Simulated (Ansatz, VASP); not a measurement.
**CsBr: VASP beside Ansatz**

```
Cs Br
1.0
     4.32562    0.00000    0.00000
     0.00000    4.32562    0.00000
     0.00000    0.00000    4.32562
Cs Br
1 1
Cartesian
  0.0000 0.0000 0.0000
  2.1628 2.1628 2.1628
```

Alike in both runs: functional PBE; k mesh 7 × 7 × 7; occupations fermi-dirac, width 0.03 eV; no spin polarisation.

Ansatz relaxed the structure, and its values are those at the end. VASP's run is a single point on that final structure, the one shown.

|  | VASP | Ansatz |
| --- | --- | --- |
| version | VASP 6.6.1 | Ansatz 0.2.0 |
| potentials or method | VASP PAW PBE potentials, release 64 (Cs_sv, Br) | PAW with Ansatz's default frozen-core files, scalar-relativistic |
| plane-wave cutoff (eV) | 500 | 420 |
| valence electrons in the cell | 16 | 16 |

Ansatz gave:

```
pressure (GPa) : 0.6
```

**Question.** What did VASP give for the same quantities?

**Answer.** Pressure (GPa): 0.7.

With one functional, cell and mesh, what is left measures potentials, basis and numerics. Ansatz's warnings: stress scf threshold loose.

Spin-orbit coupling is off throughout.
